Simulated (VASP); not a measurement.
The system is SiGe3.

```
Si Ge
1.0
     4.05288    0.00000    0.00000
     0.00000    4.05288    0.00000
     0.00000    0.00000    4.05288
Si Ge
1 3
Direct
  0.00000 0.00000 0.00000
  0.00000 0.50000 0.50000
  0.50000 0.00000 0.50000
  0.50000 0.50000 0.00000
```

| Quantity | Value |
| --- | --- |
| Program | VASP 6.6.1 |
| Task | relaxation of cell and atoms |
| Functional | r2SCAN |
| Potentials or basis | VASP PAW PBE potentials, release 64 (Si, Ge_d) |
| Cutoff | 600 eV |
| k mesh | 4 × 4 × 4 |
| Occupations | gaussian, width 0.1 eV |
| Spin | no spin polarisation |

At the start: pressure 9.7 GPa; volume 16.64 Å³/atom.

**Question.** Where does the relaxation end?

**Answer.** Over 3 steps the energy falls by 53.6 meV/atom and the volume is 18.55 Å³/atom (+11.5 %); space group Pm-3m (No. 221, to 0.05 Å).

Step by step:
```csv
step,energy change (eV),largest force (eV/Å),pressure (GPa),volume (Å³)
1,0.0000,0.0000,9.73,66.57
2,-0.1953,0.0000,-2.33,76.79
3,-0.2143,0.0000,0.08,74.21
```

Final structure:
```
Si Ge
1.0
     4.20230    0.00000    0.00000
     0.00000    4.20230    0.00000
     0.00000    0.00000    4.20230
Si Ge
1 3
Direct
  0.00000 0.00000 0.00000
  0.00000 0.50000 0.50000
  0.50000 0.00000 0.50000
  0.50000 0.50000 0.00000
```

Caveat: the k points lie up to 0.37 Å⁻¹ apart in the final cell; the PAW data sets were made with another functional, which shifts forces and pressure a little.
